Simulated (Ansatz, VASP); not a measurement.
One calculation of SiNi, two programs

```xyz
4
Lattice="2.9428 0.0000 0.0000 0.0000 3.2803 0.0000 0.0000 0.0000 4.6774" Properties=species:S:1:pos:R:3 pbc="T T T"
Ni    1.4714    1.6402    1.6020
Ni    0.0000    0.0000    3.0754
Si    1.4714    1.6402    3.9438
Si    0.0000    0.0000    0.7337
```

Alike in both runs: task relaxation of cell and atoms; functional PBEsol; k mesh 9 × 8 × 6; occupations fermi-dirac, width 0.05 eV; collinear spin.

|  | VASP | Ansatz |
| --- | --- | --- |
| version | VASP 6.6.1 | Ansatz 0.2.0 |
| potentials or method | VASP PAW PBE potentials, release 64 (Ni, Si), cutoff 600 eV | all-electron LAPW, scalar-relativistic |

```csv
,VASP,Ansatz,Ansatz less VASP
net moment per atom (μB),0.00,0.00,0.000
relaxed volume (Å³/atom),11.32,11.31,-0.010
relaxed length of the cell vector where the two differ most in proportion (Å),3.290,3.293,+0.0035
```

VASP's potentials were made for PBE, not for PBEsol. Ansatz ran all-electron here, and VASP with PAW potentials.
